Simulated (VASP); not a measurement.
Write the native input for VASP 6.6.1 that does the following.

```
Task                   : single point
Functional             : PBE
Potentials or basis    : VASP PAW PBE potentials, release 64 (Ge_d)
Cutoff                 : 520 eV
k mesh                 : 20 × 20 × 18
Occupations            : gaussian, width 0.15 eV
Spin                   : no spin polarisation
Dipole correction      : no
Further INCAR settings : ALGO = Normal; EDIFF = 1e-06; NBANDS = 13
```

The structure of Ge lies in POSCAR:

```
Ge
1.0
    1.3272915500     -2.4704902000      0.0000000000
    1.3272915500      2.4704902000      0.0000000000
    0.0000000000      0.0000000000      2.6307752250
Ge
1
Direct
    0.5000000000      0.5000000000      0.0000000000
```

This cell differs from its parent crystal: strain -0.050 along x and y, -0.025 along z.

The input as run:

INCAR

```
SYSTEM = Ge
  ALGO = Normal
  EDIFF = 1E-6
  ENCUT = 520
  GGA = PE
  ISIF = 2
  ISMEAR = 0
  LASPH = .TRUE.
  LCHARG = .FALSE.
  LREAL = .FALSE.
  LWAVE = .FALSE.
  NBANDS = 13
  NELM = 80
  PREC = Accurate
  SIGMA = 0.15
```

KPOINTS

```
k-points
0
G
  20 20 18
  0 0 0
```

Potentials or basis: VASP PAW PBE potentials, release 64 (Ge_d).

Run with:

```console
$ cat potpaw_PBE.64/Ge_d/POTCAR > POTCAR
$ mpirun -np 1 vasp_std > vasp.out
```

Results of the run:

```json
{
 "Pressure": "10.2 GPa",
 "Band gap on the k mesh": "zero (bands 7 and 8 overlap by 10.25 eV)"
}
```

Caveat: the cell differs from its parent crystal (strain -0.050 along x and y, -0.025 along z); the stress differs along the axes, from 6 to 14 GPa.

It took 5.2 min on 1 thread of AMD EPYC 7R13 (shared host), peak memory 0.29 GiB.
